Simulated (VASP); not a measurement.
# B3As2 (Cmmm) in VASP: notebook

B3As2 is run at these levels: PBE; tasks: relaxation of cell and atoms, single point.

Program: VASP 6.6.1. These are calculated values, not measurements. Logs are shortened: lines on timing, memory, paths and dates and some standing lists are left out, and cuts for length are marked.

## Step 1: The cell of the first run

The structure is orthorhombic, space group Cmmm (No. 65). Conventional cell: a = 3.931 Å, b = 7.025 Å, c = 5.975 Å, α = 90.00°, β = 90.00°, γ = 90.00°. Within 1.9 Å of B (site symmetry 2mm) lie 1 B at 1.41 Å and 2 As at 1.67 Å. B (site symmetry mmm) has 10 B at 3.07 to 4.02 Å and 12 As at 3.74 to 3.84 Å within 4.1 Å. As (site symmetry m2m) has 2 B at 1.67 Å and 1 As at 2.20 Å within 2.2 Å.

The cell was built from a structure type or drawn by symmetry, and may not be a known phase.

## Step 2: Relaxation of cell and atoms, PBE

Input file INCAR:

```
SYSTEM = B3As2
PREC = Accurate
ENCUT = 600
EDIFF = 1E-6
ISMEAR = 0
SIGMA = 0.1
LREAL = .False.
LASPH = .True.
NELM = 100
ALGO = Normal
ISIF = 3
LWAVE = .False.
LCHARG = .False.
GGA = PE
IBRION = 2
NSW = 90
EDIFFG = -0.04
```

Input file KPOINTS:

```
Automatic mesh
0
Gamma
  6 6 4
  0 0 0
```

Input file POSCAR:

```
B3As2
1.0
    1.9654700400     -3.5124110200      0.0000000000
    1.9654700400      3.5124110200      0.0000000000
    0.0000000000      0.0000000000      5.9746691300
B As
3 2
Direct
    0.6796362100      0.6796362100      0.5000000000
    0.3203637900      0.3203637900      0.5000000000
    0.5000000000      0.5000000000      0.0000000000
    0.8435039400      0.1564960600      0.5000000000
    0.1564960600      0.8435039400      0.5000000000
```

Potentials or basis: VASP PAW PBE potentials, release 64 (B, As).

Run with:

```
cat potpaw_PBE.64/B/POTCAR potpaw_PBE.64/As/POTCAR > POTCAR
mpirun -np 1 vasp_std > vasp.out
```

OUTCAR:

```text
SYSTEM = B3As2
   PREC = Accurate
   ENCUT = 600
   EDIFF = 1E-6
   ISMEAR = 0
   LREAL = .False.
   LASPH = .True.
   NELM = 100
   ISIF = 3
   GGA = PE
   IBRION = 2
   NSW = 90
   EDIFFG = -0.04

 ion  position               nearest neighbor table
   1  0.680  0.680  0.500-   2 1.41   4 1.67   5 1.67   4 2.51   5 2.51
   2  0.320  0.320  0.500-   1 1.41   4 1.67   5 1.67   5 2.51   4 2.51
   3  0.500  0.500  0.000-
   4  0.844  0.156  0.500-   1 1.67   2 1.67   5 2.20   5 2.36   5 2.36   2 2.51   1 2.51
   5  0.156  0.844  0.500-   1 1.67   2 1.67   4 2.20   4 2.36   4 2.36   2 2.51   1 2.51

  LATTYP: Found a base centered orthorhombic cell.
 ALAT       =     3.9309400800
 B/A-ratio  =     1.7870590487
 C/A-ratio  =     1.5199084719

  Lattice vectors:

 A1 = (   1.9654700400,  -3.5124110200,   0.0000000000)
 A2 = (   1.9654700400,   3.5124110200,   0.0000000000)
 A3 = (   0.0000000000,   0.0000000000,   5.9746691300)

Analysis of symmetry for initial positions (statically):
=====================================================================
 Subroutine PRICEL returns:
 Original cell was already a primitive cell.

 Routine SETGRP: Setting up the symmetry group for a
 base centered orthorhombic supercell.

 Subroutine GETGRP returns: Found  8 space group operations
 (whereof  8 operations were pure point group operations)
 out of a pool of  8 trial point group operations.

The static configuration has the point symmetry D_2h.

Analysis of symmetry for dynamics (positions and initial velocities):
=====================================================================
 Subroutine PRICEL returns:
 Original cell was already a primitive cell.

 Routine SETGRP: Setting up the symmetry group for a
 base centered orthorhombic supercell.

 Subroutine GETGRP returns: Found  8 space group operations
 (whereof  8 operations were pure point group operations)
 out of a pool of  8 trial point group operations.

The dynamic configuration has the point symmetry D_2h.

 Subroutine INISYM returns: Found  8 space group operations
 (whereof  8 operations are pure point group operations),
 and found     1 'primitive' translations

----------------------------------------------------------------------------------------

                                     Primitive cell

  volume of cell :      82.4927

  direct lattice vectors                    reciprocal lattice vectors
     1.965470040 -3.512411020  0.000000000     0.254392074 -0.142352361  0.000000000
     1.965470040  3.512411020  0.000000000     0.254392074  0.142352361  0.000000000
[... 93 lines left out ...]
   EDIFFG = -.4E-01   stopping-criterion for IOM
   NSW    =     90    number of steps for IOM
   IBRION =      2    ionic relax: 0-MD 1-quasi-New 2-CG
   NFREE  =      1    steps in history (QN), initial steepest desc. (CG)
   ISIF   =      3    stress and relaxation
   ISYM   =      2    0-nonsym 1-usesym 2-fastsym
   POTIM  = 0.5000    time-step for ionic-motion
   TEBEG  =    0.0;   TEEND  =   0.0 temperature during run
   PSTRESS=    0.0 pullay stress
   NELECT =      19.0000    total number of electrons
   NUPDOWN=      -1.0000    fix difference up-down
   EMIN   =  10.00;   EMAX   =-10.00  energy-range for DOS
   EFERMI =   0.00;   METHOD = LEGACY
   ISMEAR =     0;   SIGMA  =   0.10  broadening in eV -4-tet -1-fermi 0-gaus
   EFERMI_NEDOS =   21; number of points for ismear=-14 and -15
   IALGO  =     38    algorithm
   IMIX   =      4    mixing-type and parameters
     AMIX     =   0.40;   BMIX     =  1.00
     AMIX_MAG =   1.60;   BMIX_MAG =  1.00
  volume/ion in A,a.u.               =      16.50       111.34
  Fermi-wavevector in a.u.,A,eV,Ry     =   1.003508  1.896355 13.701451  1.007028
  Thomas-Fermi vector in A             =   2.136064
   LORBIT       =      0    0 simple, 1 ext, 2 COOP (PROOUT), +10 PAW based schemes
   GGA     = PE    functional components
   LHFCALC =     F    Hartree Fock is set to
   AEXX    =    0.0000 exact exchange contribution
   IVDW    =     0    specifies the selected vdW correction
   LEPSILON=     F    determine dielectric tensor
   LRPA    =     F    only Hartree local field effects (RPA)
 conjugate gradient relaxation of ions
 non-spin polarized calculation
 Gauss-broadening in eV      SIGMA  =   0.10
  energy-cutoff  :      600.00
  volume of cell :       82.49
 maximum number of plane-waves:      2774
   NGX = 17   NGY = 17   NGZ = 23

--------------------------------------- Ionic step        1  -------------------------------------------

 number of electron      19.0000000 magnetization

 Free energy of the ion-electron system (eV)
  ---------------------------------------------------
  ext. energy  EPLUGINS =         0.00000000
  ---------------------------------------------------
  free energy    TOTEN  =       -11.44244795 eV

  energy without entropy =      -11.42770147  energy(sigma->0) =      -11.43507471

------------------------ aborting loop because EDIFF is reached ----------------------------------------

  FORCE on cell =-STRESS in cart. coord.  units (eV):
  Direction    XX          YY          ZZ          XY          YZ          ZX
  --------------------------------------------------------------------------------------
  -------------------------------------------------------------------------------------
  Total       61.2661551     45.7730065     -3.7727296     -0.0000000      0.0000000      0.0000000
  in kB     1189.9140546    889.0054158    -73.2741264     -0.0000000      0.0000000      0.0000000
  external PRESSURE =     668.5484480 kB  Pullay stress =       0.0000000 kB
[... 1268 lines left out ...]
      2      -7.0934      2.00000
      3      -6.3826      2.00000
      4      -2.9679      2.00000
      5      -1.6996      2.00000
      6       0.2113      2.00000
      7       0.9251      2.00000
      8       2.0069      2.00000
      9       3.3102      2.00000
     10       3.5187      2.00000
     11       3.9988      1.16241
     12       5.3739      0.00000
     13       7.3892      0.00000

 [... further k-points ...]

[... ionic steps 4 to 46 ...]

--------------------------------------- Ionic step       47  -------------------------------------------

 number of electron      18.9999998 magnetization

------------------------ aborting loop because EDIFF is reached ----------------------------------------
[... 73 lines left out ...]
--------------------------------------- Ionic step       49  -------------------------------------------

 number of electron      18.9999998 magnetization

 Free energy of the ion-electron system (eV)
  ---------------------------------------------------
  ext. energy  EPLUGINS =         0.00000000
  ---------------------------------------------------
  free energy    TOTEN  =       -27.02224575 eV

  energy without entropy =      -27.01565367  energy(sigma->0) =      -27.01894971

 E-fermi :   4.1468     XC(G=0):  -9.6160

 val. band max:        4.1261416342   @ k =   0.5000   0.3333   0.2500
 cond. band min:       4.1997544680   @ k =  -0.3333   0.3333   0.2500
 fundamental gap:      0.0736128337
 Fermi energy:         4.1468305233
[... 416 lines left out ...]
  FREE ENERGIE OF THE ION-ELECTRON SYSTEM (eV)
  ---------------------------------------------------
  free  energy   TOTEN  =       -27.0222457477 eV

  energy  without entropy=      -27.0156536716  energy(sigma->0) =      -27.01894971

 reached required accuracy - stopping structural energy minimisation
```

OSZICAR:

```text
N       E                     dE             d eps       ncg     rms          rms(c)
DAV:   1     0.105052084570E+03    0.10505E+03   -0.86688E+03  1014   0.135E+03
DAV:   2    -0.108462047750E+02   -0.11590E+03   -0.11001E+03  1433   0.223E+02
[... 659 lines left out ...]
DAV:   4    -0.270217767516E+02    0.30620E-04   -0.35888E-04  1189   0.129E-01    0.198E-02
DAV:   5    -0.270217657281E+02    0.11023E-04   -0.40254E-05  1184   0.450E-02    0.347E-03
DAV:   6    -0.270217660593E+02   -0.33117E-06   -0.25267E-06  1039   0.111E-02
  47 F= -.27021766E+02 E0= -.27018399E+02  d E =-.193592E-02
       N       E                     dE             d eps       ncg     rms          rms(c)
DAV:   1    -0.270219992384E+02   -0.23351E-03   -0.90577E-03  1049   0.644E-01    0.483E-02
DAV:   2    -0.270219004867E+02    0.98752E-04   -0.45567E-04  1289   0.154E-01    0.244E-02
DAV:
```

Run time: 27 min. Hardware: 1 thread of Intel Xeon Platinum 8124M at 3.00GHz (Skylake/Cascade Lake), shared host; peak memory 0.27 GiB.

What came out:

- Free energy: -27.0222 eV
- Relaxed volume: 15.34 Å³/atom
- Relaxed cell: a = 5.688 Å, b = 5.688 Å, c = 2.844 Å, α = 90.00°, β = 90.00°, γ = 123.51°
- Space group after relaxing (to 0.1 Å): Cmmm (No. 65)
- Pressure after relaxing: -0.1 GPa
- Largest force after relaxing: 0.031 eV/Å
- Band gap on the k mesh: zero (an odd number of electrons rules out a gap without spin polarisation)

Forces on the atoms (eV/Å):
```
B   -0.031  0.000  0.000
B    0.031  0.000  0.000
B    0.000  0.000  0.000
As   0.000 -0.027  0.000
As   0.000  0.027  0.000
```

Final structure:
```xyz
5
Lattice="2.6917 -5.0105 0.0000 2.6917 5.0105 0.0000 0.0000 0.0000 2.8442" Properties=species:S:1:pos:R:3 pbc="T T T"
B     3.5724    0.0000    1.4221
B     1.8110    0.0000    1.4221
B     2.6917    0.0000    0.0000
As    2.6917   -3.7683    1.4221
As    2.6917    3.7683    1.4221
```

Caveat: a cell axis changed by over 15 % at a fixed basis, so the end point is rough.

(Part 1 of 2 ends here.)
